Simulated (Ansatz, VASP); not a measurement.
**CaO: VASP beside Ansatz**

File INCAR:

```
SYSTEM = CaO
PREC     = Accurate       ! precision mode
ENCUT    = 520            ! plane-wave cutoff, eV
EDIFF    = 1E-6           ! SCF threshold, eV
ISMEAR   = -1             ! smearing method
SIGMA    = 0.02           ! smearing width, eV
LREAL    = .False.        ! projectors in reciprocal space
LASPH    = .True.         ! aspherical terms in the spheres
NELM     = 80             ! most SCF steps
ALGO     = Normal         ! electronic algorithm
ISIF     = 2              ! what is computed and relaxed
LWAVE    = .False.        ! write WAVECAR
LCHARG   = .False.        ! write CHGCAR
GGA      = PE             ! functional
NBANDS   = 15             ! bands
```

KPOINTS

```
regular mesh
0
Gamma
  10 10 10
  0 0 0
```

Contents of POSCAR:

```
CaO
1.0
   -0.0505059998      2.3949951161      2.3949951161
    2.3949951161     -0.0505059998      2.3949951161
    2.3949951161      2.3949951161     -0.0505059998
Ca O
1 1
Direct
    0.0000000000      0.0000000000      0.0000000000
    0.5000000000      0.5000000000      0.5000000000
```

Input for Ansatz:

```yaml
crystal:
  lattice:
    - [-0.0505059998, 2.3949951161, 2.3949951161]
    - [2.3949951161, -0.0505059998, 2.3949951161]
    - [2.3949951161, 2.3949951161, -0.0505059998]
  atoms:
    - { symbol: Ca, position: [0.0, 0.0, 0.0] }
    - { symbol: O, position: [0.5, 0.5, 0.5] }
kpoints:
  mp_grid: { grid: [10, 10, 10] }
  band_path:
    path:
      - [0.0, 0.0, 0.0]
      - [0.5, 0.0, 0.5]
      - [0.625, 0.25, 0.625]
      - [0.375, 0.375, 0.75]
      - [0.5, 0.5, 0.5]
      - [0.5, 0.25, 0.75]
      - [0.0, 0.5, 0.5]
    npoints: 1
hamiltonian:
  xc: pbe
scf:
  occupations: { method: fermi_dirac, width: 0.02 }
  n_extra_bands: 4
output:
  forces: true
  stress: true
  eigenvalues: true
```

Change from the starting cell: epitaxial_111 strain +2.0%.

Alike in both runs: task single point; functional PBE; k mesh 10 × 10 × 10; occupations fermi-dirac, width 0.02 eV; no spin polarisation.

```csv
,VASP,Ansatz
version,VASP 6.6.1,Ansatz 0.2.0
potentials or method,"VASP PAW PBE potentials, release 64 (Ca_sv, O)","plane waves, PAW"
plane-wave cutoff (eV),520,420
valence electrons in the cell,16,16
```

Ansatz gave:

```
gap on the k mesh at the Fermi level (eV)                     : 3.58
pressure (GPa)                                                : -0.6
traceless stress, the component that is largest in VASP (GPa) : 1.50
```

Estimate VASP's values.

gap on the k mesh at the Fermi level (eV): 3.57; pressure (GPa): -0.1; traceless stress, the component that is largest in VASP (GPa): 1.49.
